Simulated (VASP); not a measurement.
# Na2MoH6 (P4/mmm) in VASP: notebook

Runs on Na2MoH6. Level: PBE. Tasks: single point.

All numbers are computed with VASP 6.6.1; they aren't measurements. Logs are shortened: lines on timing, memory, paths and dates and some standing lists are left out, and cuts for length are marked.

### Step 1. The cell of the first run

The structure is tetragonal, space group P4/mmm (No. 123). The conventional cell has a = 3.436 Å, b = 3.436 Å, c = 8.606 Å, α = 90.00°, β = 90.00°, γ = 90.00°. Na (site symmetry 4mm) has 12 H at 2.44 to 3.09 Å within 3.2 Å. Within 2.3 Å of H (site symmetry mmm) lie 2 Mo at 1.72 Å. Within 3.2 Å of H (site symmetry mmm) lie 8 H at 2.43 to 3.01 Å and 4 Na at 2.44 Å. Within 2.4 Å of H (site symmetry 4mm) lie 1 Mo at 1.83 Å. Within 2.3 Å of Mo (site symmetry 4/mmm) lie 6 H at 1.72 to 1.83 Å.

### Step 2. Single point, PBE (atoms taken out)

The input, INCAR:

```
PREC = Accurate
ENCUT = 520
EDIFF = 1E-6
ISMEAR = 0
SIGMA = 0.1
LREAL = False
LASPH = True
NELM = 60
ALGO = Normal
ISIF = 2
LWAVE = False
LCHARG = True
GGA = PE
LELF = True
LVHAR = True
NBANDS = 27
```

The input, KPOINTS:

```
Automatic mesh
0
Gamma
  4 4 2
```

The input, POSCAR:

```
Na2MoH6
1.0
    3.4358624860      0.0000000000      0.0000000000
    0.0000000000      3.4358624860      0.0000000000
    0.0000000000      0.0000000000      8.6059739960
Na H Mo
2 6 1
Direct
    0.5000000000      0.5000000000      0.2983213025
    0.5000000000      0.5000000000      0.7016786975
    0.5000000000      0.0000000000      0.0000000000
    0.5000000000      0.0000000000      0.5000000000
    0.0000000000      0.5000000000      0.0000000000
    0.0000000000      0.5000000000      0.5000000000
    0.0000000000      0.0000000000      0.2126984802
    0.0000000000      0.0000000000      0.7873015198
    0.0000000000      0.0000000000      0.0000000000
```

Potentials or basis: VASP PAW PBE potentials, release 64 (Na_pv, H, Mo_sv).

Launch:

```console
$ cat potpaw_PBE.64/Na_pv/POTCAR potpaw_PBE.64/H/POTCAR potpaw_PBE.64/Mo_sv/POTCAR > POTCAR
$ mpirun -np 1 vasp_std > vasp.out
```

OUTCAR:

```text
PREC = Accurate
   ENCUT = 520
   EDIFF = 1E-6
   ISMEAR = 0
   LREAL = False
   LASPH = True
   NELM = 60
   ISIF = 2
   GGA = PE

 ion  position               nearest neighbor table
   1  0.500  0.500  0.298-
   2  0.500  0.500  0.702-
   3  0.500  0.000  0.000-   9 1.72   9 1.72
   4  0.500  0.000  0.500-
   5  0.000  0.500  0.000-   9 1.72   9 1.72
   6  0.000  0.500  0.500-
   7  0.000  0.000  0.213-   9 1.83
   8  0.000  0.000  0.787-   9 1.83
   9  0.000  0.000  0.000-   3 1.72   5 1.72   5 1.72   3 1.72   7 1.83   8 1.83

  LATTYP: Found a simple tetragonal cell.
 ALAT       =     3.4358624860
 C/A-ratio  =     2.5047492532

  Lattice vectors:

 A1 = (   3.4358624860,   0.0000000000,   0.0000000000)
 A2 = (   0.0000000000,   3.4358624860,   0.0000000000)
 A3 = (   0.0000000000,   0.0000000000,   8.6059739960)

Analysis of symmetry for initial positions (statically):
=====================================================================
 Subroutine PRICEL returns:
 Original cell was already a primitive cell.

 Routine SETGRP: Setting up the symmetry group for a
 simple tetragonal supercell.

 Subroutine GETGRP returns: Found 16 space group operations
 (whereof 16 operations were pure point group operations)
 out of a pool of 16 trial point group operations.

The static configuration has the point symmetry D_4h.

Analysis of symmetry for dynamics (positions and initial velocities):
=====================================================================
 Subroutine PRICEL returns:
 Original cell was already a primitive cell.

 Routine SETGRP: Setting up the symmetry group for a
 simple tetragonal supercell.

 Subroutine GETGRP returns: Found 16 space group operations
 (whereof 16 operations were pure point group operations)
 out of a pool of 16 trial point group operations.

The dynamic configuration has the point symmetry D_4h.

 Subroutine INISYM returns: Found 16 space group operations
 (whereof 16 operations are pure point group operations),
 and found     1 'primitive' translations

----------------------------------------------------------------------------------------

                                     Primitive cell

  volume of cell :     101.5948

  direct lattice vectors                    reciprocal lattice vectors
     3.435862486  0.000000000  0.000000000     0.291047737  0.000000000  0.000000000
     0.000000000  3.435862486  0.000000000     0.000000000  0.291047737  0.000000000
     0.000000000  0.000000000  8.605973996     0.000000000  0.000000000  0.116198353

  length of vectors
     3.435862486  3.435862486  8.605973996     0.291047737  0.291047737  0.116198353

  position of ions in fractional coordinates (direct lattice)
     0.500000000  0.500000000  0.298321302
     0.500000000  0.500000000  0.701678698
     0.500000000  0.000000000  0.000000000
     0.500000000  0.000000000  0.500000000
     0.000000000  0.500000000  0.000000000
     0.000000000  0.500000000  0.500000000
     0.000000000  0.000000000  0.212698480
     0.000000000  0.000000000  0.787301520
     0.000000000  0.000000000  0.000000000

  ion indices of the primitive-cell ions
   primitive index   ion index
                 1           1
                 2           2
                 3           3
                 4           4
                 5           5
                 6           6
                 7           7
                 8           8
                 9           9

----------------------------------------------------------------------------------------

 KPOINTS: Automatic mesh

Automatic generation of k-mesh.
 Grid dimensions read from file:
 generate k-points for:    4    4    2

 Generating k-lattice:

  Cartesian coordinates                     Fractional coordinates (reciprocal lattice)
     0.072761934  0.000000000  0.000000000     0.250000000  0.000000000  0.000000000
     0.000000000  0.072761934  0.000000000     0.000000000  0.250000000  0.000000000
     0.000000000  0.000000000  0.058099176     0.000000000  0.000000000  0.500000000

  Length of vectors
     0.072761934  0.072761934  0.058099176

  Shift w.r.t. Gamma in fractional coordinates (k-lattice)
     0.000000000  0.000000000  0.000000000

 Subroutine IBZKPT returns following result:
 ===========================================

 Found     12 irreducible k-points:

 Following reciprocal coordinates:
            Coordinates               Weight
  0.000000  0.000000  0.000000      1.000000
  0.250000  0.000000  0.000000      4.000000
  0.500000  0.000000  0.000000      2.000000
  0.250000  0.250000  0.000000      4.000000
  0.500000  0.250000  0.000000      4.000000
  0.500000  0.500000  0.000000      1.000000
  0.000000  0.000000  0.500000      1.000000
  0.250000  0.000000  0.500000      4.000000
  0.500000  0.000000  0.500000      2.000000
  0.250000  0.250000  0.500000      4.000000
  0.500000  0.250000  0.500000      4.000000
  0.500000  0.500000  0.500000      1.000000
   k-points           NKPTS =     12   k-points in BZ     NKDIM =     12   number of bands    NBANDS=     27
   number of dos      NEDOS =    301   number of ions     NIONS =      9
   total plane-waves  NPLWV =  50176
   dimension x,y,z NGX =    28 NGY =   28 NGZ =   64
   dimension x,y,z NGXF=    56 NGYF=   56 NGZF=  128
   ions per type =               2   6   1
   NGX,Y,Z   is equivalent  to a cutoff of  13.55, 13.55, 12.36 a.u.
   NGXF,Y,Z  is equivalent  to a cutoff of  27.10, 27.10, 24.73 a.u.
 SYSTEM =  unknown system
   PREC   = accura    normal or accurate (medium, high low for compatibility)
   ISTART =      0    job   : 0-new  1-cont  2-samecut
   ICHARG =      2    charge: 1-file 2-atom 10-const
   ISPIN  =      1    spin polarized calculation?
   LNONCOLLINEAR =      F non collinear calculations
   LSORBIT =      F    spin-orbit coupling
   LASPH  =      T    aspherical Exc in radial PAW
   ENCUT  =  520.0 eV  38.22 Ry    6.18 a.u.   6.39  6.39 16.00*2*pi/ulx,y,z
   NELM   =     60;   NELMIN=  2; NELMDL= -5     # of ELM steps
   EDIFF  = 0.1E-05   stopping-criterion for ELM
   LREAL  =      F    real-space projection
   EDIFFG = 0.1E-04   stopping-criterion for IOM
   NSW    =      0    number of steps for IOM
   IBRION =     -1    ionic relax: 0-MD 1-quasi-New 2-CG
   NFREE  =      0    steps in history (QN), initial steepest desc. (CG)
   ISIF   =      2    stress and relaxation
   ISYM   =      2    0-nonsym 1-usesym 2-fastsym
   POTIM  = 0.5000    time-step for ionic-motion
   TEBEG  =    0.0;   TEEND  =   0.0 temperature during run
   PSTRESS=    0.0 pullay stress
   NELECT =      34.0000    total number of electrons
   NUPDOWN=      -1.0000    fix difference up-down
   EMIN   =  10.00;   EMAX   =-10.00  energy-range for DOS
   EFERMI =   0.00;   METHOD = LEGACY
   ISMEAR =     0;   SIGMA  =   0.10  broadening in eV -4-tet -1-fermi 0-gaus
   EFERMI_NEDOS =   21; number of points for ismear=-14 and -15
   IALGO  =     38    algorithm
   IMIX   =      4    mixing-type and parameters
     AMIX     =   0.40;   BMIX     =  1.00
     AMIX_MAG =   1.60;   BMIX_MAG =  1.00
  volume/ion in A,a.u.               =      11.29        76.18
  Fermi-wavevector in a.u.,A,eV,Ry     =   1.136608  2.147877 17.577056  1.291877
  Thomas-Fermi vector in A             =   2.273313
   LORBIT       =      0    0 simple, 1 ext, 2 COOP (PROOUT), +10 PAW based schemes
   GGA     = PE    functional components
   LHFCALC =     F    Hartree Fock is set to
   AEXX    =    0.0000 exact exchange contribution
   IVDW    =     0    specifies the selected vdW correction
   LEPSILON=     F    determine dielectric tensor
   LRPA    =     F    only Hartree local field effects (RPA)
 non-spin polarized calculation
 Gauss-broadening in eV      SIGMA  =   0.10
  energy-cutoff  :      520.00
  volume of cell :      101.59
 maximum number of plane-waves:      2752
 NGX is ok and might be reduce to    28
   NGX = 13   NGY = 13   NGZ = 33

 number of electron      34.0000006 magnetization

 Free energy of the ion-electron system (eV)
  ---------------------------------------------------
  ext. energy  EPLUGINS =         0.00000000
  ---------------------------------------------------
  free energy    TOTEN  =       -30.14767506 eV

  energy without entropy =      -30.12354621  energy(sigma->0) =      -30.13561063

 E-fermi :   0.7122     XC(G=0):  -8.5935

 val. band max:        0.6712416180   @ k =   0.2500   0.2500   0.0000
 cond. band min:       0.7573401874   @ k =   0.2500   0.2500   0.0000
 fundamental gap:      0.0860985693
 Fermi energy:         0.7122033060

 k-point     1 :       0.0000    0.0000    0.0000
  band No.  band energies     occupation
      1     -60.1094      2.00000
      2     -34.1914      2.00000
      3     -34.1914      2.00000
      4     -34.0860      2.00000
      5     -22.0173      2.00000
      6     -22.0066      2.00000
[... 19 lines left out ...]
     26      10.9356      0.00000
     27      11.7090      0.00000

 k-point     2 :       0.2500    0.0000    0.0000
  band No.  band energies     occupation
      1     -60.1048      2.00000
      2     -34.2749      2.00000
      3     -34.1873      2.00000
      4     -34.0813      2.00000
      5     -22.0305      2.00000
      6     -22.0275      2.00000
[... 19 lines left out ...]
     26      10.8192      0.00000
     27      10.8564      0.00000

 k-point     3 :       0.5000    0.0000    0.0000
  band No.  band energies     occupation
      1     -60.1003      2.00000
      2     -34.3572      2.00000
      3     -34.1832      2.00000
      4     -34.0766      2.00000
      5     -22.0542      2.00000
      6     -22.0502      2.00000
[... 234 lines left out ...]
      1     -60.0958      2.00000
      2     -34.3521      2.00000
      3     -34.2657      2.00000
      4     -34.0719      2.00000
      5     -22.0505      2.00000
      6     -22.0470      2.00000
[... 19 lines left out ...]
     26       8.6256      0.00000
     27       9.3440      0.00000

 k-point    12 :       0.5000    0.5000    0.5000
  band No.  band energies     occupation
      1     -60.0913      2.00000
      2     -34.3470      2.00000
      3     -34.3470      2.00000
      4     -34.0673      2.00000
      5     -22.0471      2.00000
      6     -22.0471      2.00000
[... 19 lines left out ...]
     26       8.8051      0.00000
     27       8.9268      0.00000

------------------------ aborting loop because EDIFF is reached ----------------------------------------

  FORCE on cell =-STRESS in cart. coord.  units (eV):
  Direction    XX          YY          ZZ          XY          YZ          ZX
  --------------------------------------------------------------------------------------
  -------------------------------------------------------------------------------------
  Total       -0.0650552     -0.0650552     -0.0420935      0.0000000      0.0000000      0.0000000
  in kB       -1.0259379     -1.0259379     -0.6638259      0.0000000      0.0000000      0.0000000
  external PRESSURE =      -0.9052339 kB  Pullay stress =       0.0000000 kB

 VOLUME and BASIS-vectors are now :
 -----------------------------------------------------------------------------
  energy-cutoff  :      520.00
  volume of cell :      101.59
      direct lattice vectors                 reciprocal lattice vectors
     3.435862486  0.000000000  0.000000000     0.291047737  0.000000000  0.000000000
     0.000000000  3.435862486  0.000000000     0.000000000  0.291047737  0.000000000
     0.000000000  0.000000000  8.605973996     0.000000000  0.000000000  0.116198353

 POSITION                                       TOTAL-FORCE (eV/Angst)
 -----------------------------------------------------------------------------------
      1.71793      1.71793      2.56735         0.000000      0.000000      0.006783
      1.71793      1.71793      6.03863        -0.000000     -0.000000     -0.006783
      1.71793      0.00000      0.00000         0.000000      0.000000      0.000000
      1.71793      0.00000      4.30299         0.000000      0.000000      0.000000
      0.00000      1.71793      0.00000         0.000000      0.000000      0.000000
      0.00000      1.71793      4.30299         0.000000      0.000000      0.000000
      0.00000      0.00000      1.83048         0.000000      0.000000      0.007158
      0.00000      0.00000      6.77550         0.000000      0.000000     -0.007158
      0.00000      0.00000      0.00000         0.000000      0.000000      0.000000
 -----------------------------------------------------------------------------------
    total drift:                                0.000000      0.000000      0.000000

  FREE ENERGIE OF THE ION-ELECTRON SYSTEM (eV)
  ---------------------------------------------------
  free  energy   TOTEN  =       -30.1476750617 eV

  energy  without entropy=      -30.1235462064  energy(sigma->0) =      -30.13561063
```

Run time: 19 s. Hardware: 1 thread of AMD EPYC 9R45 (Zen 5), shared host; peak memory 0.19 GiB.

Results:

```
Free energy            : -30.1477 eV
Pressure               : -0.1 GPa
Largest force          : 0.007 eV/Å
Band gap on the k mesh : zero (bands 17 and 18 overlap by 1.36 eV)
```

Forces on the atoms (eV/Å):
```
Na   0.000  0.000  0.007
Na   0.000  0.000 -0.007
H    0.000  0.000  0.000
H    0.000  0.000  0.000
H    0.000  0.000  0.000
H    0.000  0.000  0.000
H    0.000  0.000  0.007
H    0.000  0.000 -0.007
Mo   0.000  0.000  0.000
```

Caveat: the k points lie up to 0.46 Å⁻¹ apart, too coarse for converged energies and pressures of a metal; the cell differs from its parent crystal (atoms taken out).

[end of part 1 of 2]
